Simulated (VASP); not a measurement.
# BAs (F-43m) in VASP: notebook, part 2 of 2

VASP 6.6.1. The steps go on from the part before.

**3. Single point, LDA**

This run uses another cell than the first one, of 13.35 Å³/atom.

File INCAR:

```
PREC = Accurate
ENCUT = 560
EDIFF = 1E-6
ISMEAR = -1
SIGMA = 0.05
LREAL = F
LASPH = T
NELM = 120
ALGO = Normal
ISIF = 2
LWAVE = F
LCHARG = T
LELF = T
LVHAR = T
NBANDS = 16
GGA_COMPAT = F
```

File KPOINTS:

```
regular mesh
0
Gamma
  10 10 10
```

File POSCAR:

```
BAs
1.0
    0.0000000000      2.3724693156      2.3724693156
    2.3724693156      0.0000000000      2.3724693156
    2.3724693156      2.3724693156      0.0000000000
As B
1 1
Direct
    0.7500000000      0.7500000000      0.7500000000
    0.0000000000      0.0000000000      0.0000000000
```

Potentials or basis: VASP PAW LDA potentials, release 64 (As_d, B).

Run with:

```sh
cat potpaw_LDA.64/As_d/POTCAR potpaw_LDA.64/B/POTCAR > POTCAR
mpirun -np 1 vasp_std > vasp.out
```

OUTCAR:

```text
PREC = Accurate
   ENCUT = 560
   EDIFF = 1E-6
   ISMEAR = -1
   LREAL = F
   LASPH = T
   NELM = 120
   ISIF = 2

 ion  position               nearest neighbor table
   1  0.750  0.750  0.750-   2 2.05   2 2.05   2 2.05   2 2.05
   2  0.000  0.000  0.000-   1 2.05   1 2.05   1 2.05   1 2.05

  LATTYP: Found a face centered cubic cell.
 ALAT       =     4.7449386312

  Lattice vectors:

 A1 = (   0.0000000000,   2.3724693156,   2.3724693156)
 A2 = (   2.3724693156,   0.0000000000,   2.3724693156)
 A3 = (   2.3724693156,   2.3724693156,   0.0000000000)

Analysis of symmetry for initial positions (statically):
=====================================================================
 Subroutine PRICEL returns:
 Original cell was already a primitive cell.

 Routine SETGRP: Setting up the symmetry group for a
 face centered cubic supercell.

 Subroutine GETGRP returns: Found 24 space group operations
 (whereof 24 operations were pure point group operations)
 out of a pool of 48 trial point group operations.

The static configuration has the point symmetry T_d .

Analysis of symmetry for dynamics (positions and initial velocities):
=====================================================================
 Subroutine PRICEL returns:
 Original cell was already a primitive cell.

 Routine SETGRP: Setting up the symmetry group for a
 face centered cubic supercell.

 Subroutine GETGRP returns: Found 24 space group operations
 (whereof 24 operations were pure point group operations)
 out of a pool of 48 trial point group operations.

The dynamic configuration has the point symmetry T_d .

 Subroutine INISYM returns: Found 24 space group operations
 (whereof 24 operations are pure point group operations),
 and found     1 'primitive' translations

----------------------------------------------------------------------------------------

                                     Primitive cell
[... 108 lines left out ...]
   IALGO  =     38    algorithm
   IMIX   =      4    mixing-type and parameters
     AMIX     =   0.40;   BMIX     =  1.00
     AMIX_MAG =   1.60;   BMIX_MAG =  1.00
  volume/ion in A,a.u.               =      13.35        90.12
  Fermi-wavevector in a.u.,A,eV,Ry     =   1.435341  2.712401 28.030771  2.060204
  Thomas-Fermi vector in A             =   2.554650
   LORBIT       =      0    0 simple, 1 ext, 2 COOP (PROOUT), +10 PAW based schemes
   GGA     = CA    functional components
   LHFCALC =     F    Hartree Fock is set to
   AEXX    =    0.0000 exact exchange contribution
   IVDW    =     0    specifies the selected vdW correction
   LEPSILON=     F    determine dielectric tensor
   LRPA    =     F    only Hartree local field effects (RPA)
 non-spin polarized calculation
  energy-cutoff  :      560.00
  volume of cell :       26.71
 maximum number of plane-waves:       821
 NGX is ok and might be reduce to    28
   NGX = 13   NGY = 13   NGZ = 13

 number of electron      18.0000007 magnetization

 Free energy of the ion-electron system (eV)
  ---------------------------------------------------
  ext. energy  EPLUGINS =         0.00000000
  ---------------------------------------------------
  free energy    TOTEN  =       -12.94211367 eV

  energy without entropy =      -12.94211351  energy(sigma->0) =      -12.94211359

 E-fermi :   5.5469     XC(G=0): -11.5343

 val. band max:        5.0098289899   @ k =   0.0000   0.0000   0.0000
 cond. band min:       6.1186573673   @ k =   0.4000   0.4000   0.0000
 fundamental gap:      1.1088283774
 Fermi energy:         5.5468980460

 k-point     1 :       0.0000    0.0000    0.0000
  band No.  band energies     occupation
      1     -30.8983      2.00000
      2     -30.8983      2.00000
      3     -30.8983      2.00000
      4     -30.8720      2.00000
      5     -30.8720      2.00000
      6     -10.5515      2.00000
[... 433 lines left out ...]
      3     -30.8850      2.00000
      4     -30.8765      2.00000
      5     -30.8670      2.00000
      6      -7.8697      2.00000
[... 8 lines left out ...]
     15      20.9132      0.00000
     16      21.3494      0.00000

 [... further k-points ...]

------------------------ aborting loop because EDIFF is reached ----------------------------------------

  FORCE on cell =-STRESS in cart. coord.  units (eV):
  Direction    XX          YY          ZZ          XY          YZ          ZX
  --------------------------------------------------------------------------------------
  -------------------------------------------------------------------------------------
  Total       -0.0242915     -0.0242915     -0.0242915     -0.0000000     -0.0000000     -0.0000000
  in kB       -1.4572457     -1.4572457     -1.4572457     -0.0000000     -0.0000000     -0.0000000
  external PRESSURE =      -1.4572457 kB  Pullay stress =       0.0000000 kB

 VOLUME and BASIS-vectors are now :
 -----------------------------------------------------------------------------
  energy-cutoff  :      560.00
  volume of cell :       26.71
      direct lattice vectors                 reciprocal lattice vectors
     0.000000000  2.372469316  2.372469316    -0.210750882  0.210750882  0.210750882
     2.372469316  0.000000000  2.372469316     0.210750882 -0.210750882  0.210750882
     2.372469316  2.372469316  0.000000000     0.210750882  0.210750882 -0.210750882

 POSITION                                       TOTAL-FORCE (eV/Angst)
 -----------------------------------------------------------------------------------
      3.55870      3.55870      3.55870         0.000000      0.000000      0.000000
      0.00000      0.00000      0.00000        -0.000000     -0.000000      0.000000
 -----------------------------------------------------------------------------------
    total drift:                               -0.000001     -0.000001     -0.000001

  FREE ENERGIE OF THE ION-ELECTRON SYSTEM (eV)
  ---------------------------------------------------
  free  energy   TOTEN  =       -12.9421136704 eV

  energy  without entropy=      -12.9421135088  energy(sigma->0) =      -12.94211359
```

OSZICAR:

```text
N       E                     dE             d eps       ncg     rms          rms(c)
DAV:   1     0.895461504295E+02    0.89546E+02   -0.87243E+03  1728   0.545E+03
DAV:   2    -0.392785011538E+01   -0.93474E+02   -0.88326E+02  1712   0.637E+02
DAV:   3    -0.134734833323E+02   -0.95456E+01   -0.95005E+01  1688   0.908E+01
DAV:   4    -0.137222401314E+02   -0.24876E+00   -0.24873E+00  1912   0.155E+01
DAV:   5    -0.137255591848E+02   -0.33191E-02   -0.33190E-02  1784   0.212E+00    0.572E+00
DAV:   6    -0.130388739690E+02    0.68669E+00   -0.95767E-01  1896   0.680E+00    0.274E+00
DAV:   7    -0.129551205759E+02    0.83753E-01   -0.16225E-01  2000   0.268E+00    0.103E+00
DAV:   8    -0.129422725985E+02    0.12848E-01   -0.18243E-02  2040   0.186E+00    0.121E-01
DAV:   9    -0.129421227963E+02    0.14980E-03   -0.99780E-04  1864   0.620E-01    0.462E-02
DAV:  10    -0.129421138539E+02    0.89425E-05   -0.17799E-04  2008   0.316E-01    0.154E-02
DAV:  11    -0.129421136704E+02    0.18348E-06   -0.89489E-06  1944   0.572E-02
   1 F= -.12942114E+02 E0= -.12942114E+02  d E =-.161596E-06
```

It took 20 s on 1 thread of Intel Xeon Platinum 8375C at 2.90GHz (Ice Lake), shared host; peak memory 0.15 GiB.

Results:

| Property | Result |
| --- | --- |
| Free energy | -12.9421 eV |
| Pressure | -0.1 GPa |
| Band gap on the k mesh | 1.11 eV (least direct gap 3.27 eV) |

Levels at points of the mesh, in eV from the valence-band top:
```csv
k point,band 7,band 8,band 9,band 10,band 11,band 12
"(0.00, 0.00, 0.00)",0.00,0.00,0.00,3.28,3.28,3.28
"(0.50, 0.00, 0.00)",-8.89,-1.85,-1.85,2.81,4.78,4.78
"(0.50, 0.50, 0.00)",-8.53,-4.16,-4.16,1.32,1.40,11.46
```

A k mesh can miss the band edges. A hybrid or GW would open this gap; LDA tends to underestimate it.
